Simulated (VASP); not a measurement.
# ScF3 in VASP: a series of runs, part 2 of 2

VASP 6.6.1. The steps go on from the part before.

## 3. Single point, LDA (volume scaled by 1.06)

The input, INCAR:

```
PREC     = Accurate       # precision mode
ENCUT    = 520            # plane-wave cutoff, eV
EDIFF    = 1E-6           # SCF threshold, eV
ISMEAR   = -1             # smearing method
SIGMA    = 0.02           # smearing width, eV
LREAL    = False          # projectors in reciprocal space
LASPH    = True           # aspherical terms in the spheres
NELM     = 100            # most SCF steps
ALGO     = Normal         # electronic algorithm
ISIF     = 2              # what is computed and relaxed
LWAVE    = False          # write WAVECAR
LCHARG   = False          # write CHGCAR
NBANDS   = 24             # bands
```

The input, KPOINTS:

```
Automatic mesh
0
Gamma
  6 6 6
```

The input, POSCAR:

```
ScF3
1.0
    4.0911454693      0.0000000000      0.0000000000
    0.0000000000      4.0911454693      0.0000000000
    0.0000000000      0.0000000000      4.0911454693
Sc F
1 3
Direct
    0.0000000000      0.0000000000      0.0000000000
    0.5000000000      0.0000000000      0.0000000000
    0.0000000000      0.5000000000      0.0000000000
    0.0000000000      0.0000000000      0.5000000000
```

Potentials or basis: VASP PAW LDA potentials, release 64 (Sc_sv, F).

On the command line:

```sh
$ cat potpaw_LDA.64/Sc_sv/POTCAR potpaw_LDA.64/F/POTCAR > POTCAR
$ mpirun -np 1 vasp_std > vasp.out
```

OUTCAR:

```text
PREC = Accurate
   ENCUT = 520
   EDIFF = 1E-6
   ISMEAR = -1
   LREAL = False
   LASPH = True
   NELM = 100
   ISIF = 2

 ion  position               nearest neighbor table
   1  0.000  0.000  0.000-   2 2.05   3 2.05   4 2.05   4 2.05   3 2.05   2 2.05
   2  0.500  0.000  0.000-   1 2.05   1 2.05
   3  0.000  0.500  0.000-   1 2.05   1 2.05
   4  0.000  0.000  0.500-   1 2.05   1 2.05

  LATTYP: Found a simple cubic cell.
 ALAT       =     4.0911454693

  Lattice vectors:

 A1 = (   4.0911454693,   0.0000000000,   0.0000000000)
 A2 = (   0.0000000000,   4.0911454693,   0.0000000000)
 A3 = (   0.0000000000,   0.0000000000,   4.0911454693)

Analysis of symmetry for initial positions (statically):
=====================================================================
 Subroutine PRICEL returns:
 Original cell was already a primitive cell.

 Routine SETGRP: Setting up the symmetry group for a
 simple cubic supercell.

 Subroutine GETGRP returns: Found 48 space group operations
 (whereof 48 operations were pure point group operations)
 out of a pool of 48 trial point group operations.

The static configuration has the point symmetry O_h .

Analysis of symmetry for dynamics (positions and initial velocities):
=====================================================================
 Subroutine PRICEL returns:
 Original cell was already a primitive cell.

 Routine SETGRP: Setting up the symmetry group for a
 simple cubic supercell.

 Subroutine GETGRP returns: Found 48 space group operations
 (whereof 48 operations were pure point group operations)
 out of a pool of 48 trial point group operations.

The dynamic configuration has the point symmetry O_h .

 Subroutine INISYM returns: Found 48 space group operations
 (whereof 48 operations are pure point group operations),
 and found     1 'primitive' translations

----------------------------------------------------------------------------------------

                                     Primitive cell

  volume of cell :      68.4754

  direct lattice vectors                    reciprocal lattice vectors
     4.091145469  0.000000000  0.000000000     0.244430321  0.000000000  0.000000000
     0.000000000  4.091145469  0.000000000     0.000000000  0.244430321  0.000000000
     0.000000000  0.000000000  4.091145469     0.000000000  0.000000000  0.244430321

  length of vectors
     4.091145469  4.091145469  4.091145469     0.244430321  0.244430321  0.244430321

  position of ions in fractional coordinates (direct lattice)
     0.000000000  0.000000000  0.000000000
     0.500000000  0.000000000  0.000000000
     0.000000000  0.500000000  0.000000000
     0.000000000  0.000000000  0.500000000

  ion indices of the primitive-cell ions
   primitive index   ion index
                 1           1
                 2           2
                 3           3
                 4           4

----------------------------------------------------------------------------------------

 KPOINTS: Automatic mesh

Automatic generation of k-mesh.
 Grid dimensions read from file:
 generate k-points for:    6    6    6

 Generating k-lattice:

  Cartesian coordinates                     Fractional coordinates (reciprocal lattice)
     0.040738387  0.000000000  0.000000000     0.166666667  0.000000000  0.000000000
     0.000000000  0.040738387  0.000000000     0.000000000  0.166666667  0.000000000
     0.000000000  0.000000000  0.040738387     0.000000000  0.000000000  0.166666667

  Length of vectors
     0.040738387  0.040738387  0.040738387

  Shift w.r.t. Gamma in fractional coordinates (k-lattice)
     0.000000000  0.000000000  0.000000000

 Subroutine IBZKPT returns following result:
 ===========================================

 Found     20 irreducible k-points:

 Following reciprocal coordinates:
            Coordinates               Weight
  0.000000  0.000000  0.000000      1.000000
  0.166667  0.000000  0.000000      6.000000
  0.333333  0.000000  0.000000      6.000000
  0.500000  0.000000  0.000000      3.000000
  0.166667  0.166667  0.000000     12.000000
  0.333333  0.166667  0.000000     24.000000
[... 12 lines left out ...]
  0.500000  0.500000  0.333333      6.000000
  0.500000  0.500000  0.500000      1.000000
   k-points           NKPTS =     20   k-points in BZ     NKDIM =     20   number of bands    NBANDS=     24
   number of dos      NEDOS =    301   number of ions     NIONS =      4
   total plane-waves  NPLWV =  27000
   dimension x,y,z NGX =    30 NGY =   30 NGZ =   30
   dimension x,y,z NGXF=    60 NGYF=   60 NGZF=   60
   ions per type =               1   3
   NGX,Y,Z   is equivalent  to a cutoff of  12.19, 12.19, 12.19 a.u.
   NGXF,Y,Z  is equivalent  to a cutoff of  24.38, 24.38, 24.38 a.u.
 SYSTEM =  unknown system
   PREC   = accura    normal or accurate (medium, high low for compatibility)
   ISTART =      0    job   : 0-new  1-cont  2-samecut
   ICHARG =      2    charge: 1-file 2-atom 10-const
   ISPIN  =      1    spin polarized calculation?
   LNONCOLLINEAR =      F non collinear calculations
   LSORBIT =      F    spin-orbit coupling
   LASPH  =      T    aspherical Exc in radial PAW
   ENCUT  =  520.0 eV  38.22 Ry    6.18 a.u.   7.61  7.61  7.61*2*pi/ulx,y,z
   NELM   =    100;   NELMIN=  2; NELMDL= -5     # of ELM steps
   EDIFF  = 0.1E-05   stopping-criterion for ELM
   LREAL  =      F    real-space projection
   EDIFFG = 0.1E-04   stopping-criterion for IOM
   NSW    =      0    number of steps for IOM
   IBRION =     -1    ionic relax: 0-MD 1-quasi-New 2-CG
   NFREE  =      0    steps in history (QN), initial steepest desc. (CG)
   ISIF   =      2    stress and relaxation
   ISYM   =      2    0-nonsym 1-usesym 2-fastsym
   POTIM  = 0.5000    time-step for ionic-motion
   TEBEG  =    0.0;   TEEND  =   0.0 temperature during run
   PSTRESS=    0.0 pullay stress
   NELECT =      32.0000    total number of electrons
   NUPDOWN=      -1.0000    fix difference up-down
   EMIN   =  10.00;   EMAX   =-10.00  energy-range for DOS
   EFERMI =   0.00;   METHOD = LEGACY
   ISMEAR =    -1;   SIGMA  =   0.02  broadening in eV -4-tet -1-fermi 0-gaus
   EFERMI_NEDOS =   21; number of points for ismear=-14 and -15
   IALGO  =     38    algorithm
   IMIX   =      4    mixing-type and parameters
     AMIX     =   0.40;   BMIX     =  1.00
     AMIX_MAG =   1.60;   BMIX_MAG =  1.00
  volume/ion in A,a.u.               =      17.12       115.52
  Fermi-wavevector in a.u.,A,eV,Ry     =   1.270418  2.400742 21.959278  1.613961
  Thomas-Fermi vector in A             =   2.403406
   LORBIT       =      0    0 simple, 1 ext, 2 COOP (PROOUT), +10 PAW based schemes
   GGA     = CA    functional components
   LHFCALC =     F    Hartree Fock is set to
   AEXX    =    0.0000 exact exchange contribution
   IVDW    =     0    specifies the selected vdW correction
   LEPSILON=     F    determine dielectric tensor
   LRPA    =     F    only Hartree local field effects (RPA)
 non-spin polarized calculation
  energy-cutoff  :      520.00
  volume of cell :       68.48
 maximum number of plane-waves:      1856
   NGX = 15   NGY = 15   NGZ = 15

 number of electron      31.9999974 magnetization

 Free energy of the ion-electron system (eV)
  ---------------------------------------------------
  ext. energy  EPLUGINS =         0.00000000
  ---------------------------------------------------
  free energy    TOTEN  =       -29.46768080 eV

  energy without entropy =      -29.46768080  energy(sigma->0) =      -29.46768080

 E-fermi :  -3.6678     XC(G=0):  -8.6158

 val. band max:       -4.1125171964   @ k =   0.5000   0.5000   0.5000
 cond. band min:       1.7750286206   @ k =   0.0000   0.0000   0.0000
 fundamental gap:      5.8875458170
 Fermi energy:        -3.6678489528

 k-point     1 :       0.0000    0.0000    0.0000
  band No.  band energies     occupation
      1     -49.7879      2.00000
      2     -28.7746      2.00000
      3     -28.7746      2.00000
      4     -28.7746      2.00000
      5     -23.6618      2.00000
      6     -23.3899      2.00000
[... 16 lines left out ...]
     23      11.4866      0.00000
     24      11.4866      0.00000
[... 490 lines left out ...]
      2     -29.0837      2.00000
      3     -29.0837      2.00000
      4     -29.0837      2.00000
      5     -22.7668      2.00000
      6     -22.7668      2.00000
[... 16 lines left out ...]
     23      10.2852      0.00000
     24      10.2852      0.00000

------------------------ aborting loop because EDIFF is reached ----------------------------------------

  FORCE on cell =-STRESS in cart. coord.  units (eV):
  Direction    XX          YY          ZZ          XY          YZ          ZX
  --------------------------------------------------------------------------------------
  -------------------------------------------------------------------------------------
  Total       -3.0780487     -3.0780487     -3.0780487      0.0000000      0.0000000     -0.0000000
  in kB      -72.0196987    -72.0196987    -72.0196987      0.0000000      0.0000000     -0.0000000
  external PRESSURE =     -72.0196987 kB  Pullay stress =       0.0000000 kB

 VOLUME and BASIS-vectors are now :
 -----------------------------------------------------------------------------
  energy-cutoff  :      520.00
  volume of cell :       68.48
      direct lattice vectors                 reciprocal lattice vectors
     4.091145469  0.000000000  0.000000000     0.244430321  0.000000000  0.000000000
     0.000000000  4.091145469  0.000000000     0.000000000  0.244430321  0.000000000
     0.000000000  0.000000000  4.091145469     0.000000000  0.000000000  0.244430321

 POSITION                                       TOTAL-FORCE (eV/Angst)
 -----------------------------------------------------------------------------------
      0.00000      0.00000      0.00000         0.000000      0.000000      0.000000
      2.04557      0.00000      0.00000         0.000000      0.000000      0.000000
      0.00000      2.04557      0.00000         0.000000      0.000000      0.000000
      0.00000      0.00000      2.04557         0.000000      0.000000      0.000000
 -----------------------------------------------------------------------------------
    total drift:                               -0.000000      0.000000      0.000000

  FREE ENERGIE OF THE ION-ELECTRON SYSTEM (eV)
  ---------------------------------------------------
  free  energy   TOTEN  =       -29.4676808020 eV

  energy  without entropy=      -29.4676808019  energy(sigma->0) =      -29.46768080
```

Run time: 17 s. Hardware: 1 thread of AMD EPYC 7R13 (Zen 3), shared host; peak memory 0.13 GiB.

Results:

```
Free energy            : -29.4677 eV
Pressure               : -7.2 GPa
Band gap on the k mesh : 5.89 eV, indirect (least direct gap 6.41 eV)
```

Levels at points of the mesh, in eV from the valence-band top:
```
           k point  band 14  band 15  band 16  band 17  band 18  band 19
(0.00, 0.00, 0.00)    -0.52    -0.52    -0.52     5.89     5.89     5.89
(0.50, 0.00, 0.00)    -0.65    -0.52    -0.52     5.92     6.71     6.71
(0.50, 0.50, 0.00)    -0.88    -0.88     0.00     6.74     6.74     7.32
(0.50, 0.50, 0.50)     0.00     0.00     0.00     7.36     7.36     7.36
```

## 4. Single point, LDA (zz strain of -2 %)

The input, INCAR:

```
SYSTEM = ScF3
  ALGO = Normal
  EDIFF = 1E-7
  ENCUT = 520
  GGA = CA
  ISIF = 2
  ISMEAR = -1
  LASPH = .True.
  LCHARG = .False.
  LREAL = .False.
  LWAVE = .False.
  NBANDS = 24
  NELM = 60
  PREC = Accurate
  SIGMA = 0.02
```

The input, KPOINTS:

```
k-points
0
Gamma
  6 6 6
  0 0 0
```

The input, POSCAR:

```
ScF3
1.0
    4.0124500000      0.0000000000      0.0000000000
    0.0000000000      4.0124500000      0.0000000000
    0.0000000000      0.0000000000      3.9322010000
Sc F
1 3
Direct
    0.0000000000      0.0000000000      0.0000000000
    0.5000000000      0.0000000000      0.0000000000
    0.0000000000      0.5000000000      0.0000000000
    0.0000000000      0.0000000000      0.5000000000
```

On the command line:

```sh
$ cat potpaw_LDA.64/Sc_sv/POTCAR potpaw_LDA.64/F/POTCAR > POTCAR
$ mpirun -np 1 vasp_std > vasp.out
```

Wall time 36 s (1 thread of AMD EPYC 7R13 (Zen 3), shared host); peak memory 0.15 GiB.

It converged, with:

```yaml
Free_energy: -29.5732 eV
Pressure: -0.2 GPa
Band_gap_on_the_k_mesh: 6.22 eV, indirect (least direct gap 6.76 eV)
```

Stress tensor (GPa, compression positive):
```
-1.97  0.00  0.00
 0.00 -1.97  0.00
 0.00  0.00  3.42
```

Levels at points of the mesh, in eV from the valence-band top:
| k point | band 14 | band 15 | band 16 | band 17 | band 18 | band 19 |
| --- | --- | --- | --- | --- | --- | --- |
| (0.00, 0.00, 0.00) | -0.58 | -0.55 | -0.55 | 6.22 | 6.22 | 6.23 |
| (0.50, 0.00, 0.00) | -0.81 | -0.71 | -0.57 | 6.26 | 7.14 | 7.15 |
| (0.50, 0.50, 0.00) | -1.15 | -1.15 | -0.01 | 7.18 | 7.18 | 7.84 |
| (0.00, 0.00, 0.50) | -0.73 | -0.54 | -0.54 | 6.28 | 7.26 | 7.26 |
| (0.50, 0.00, 0.50) | -0.98 | -0.96 | -0.10 | 7.20 | 7.29 | 7.93 |
| (0.50, 0.50, 0.50) | -0.09 | -0.09 | 0.00 | 7.90 | 7.97 | 7.97 |

Caveat: the cell differs from its parent crystal (zz strain of -2 %). A k mesh can miss the band edges.

## 5. Summary

| cell | gap on the mesh (eV) | pressure (GPa) |
| --- | --- | --- |
| a = 4.039 Å, 4 atoms | 6.08 | -4.1 |
| a = 4.091 Å, 4 atoms | 5.89 | -7.2 |
| a = 4.012, b = 4.012, c = 3.932 Å, 4 atoms | 6.22 | -0.2 |

Alike in all rows: task single point; level LDA; potentials or basis VASP PAW LDA potentials, release 64 (Sc_sv, F); no spin polarisation; k mesh 6 × 6 × 6; cutoff (eV) 520; smearing fermi-dirac 0.02 eV.

Absolute energies hang on the potentials; compare differences alone.
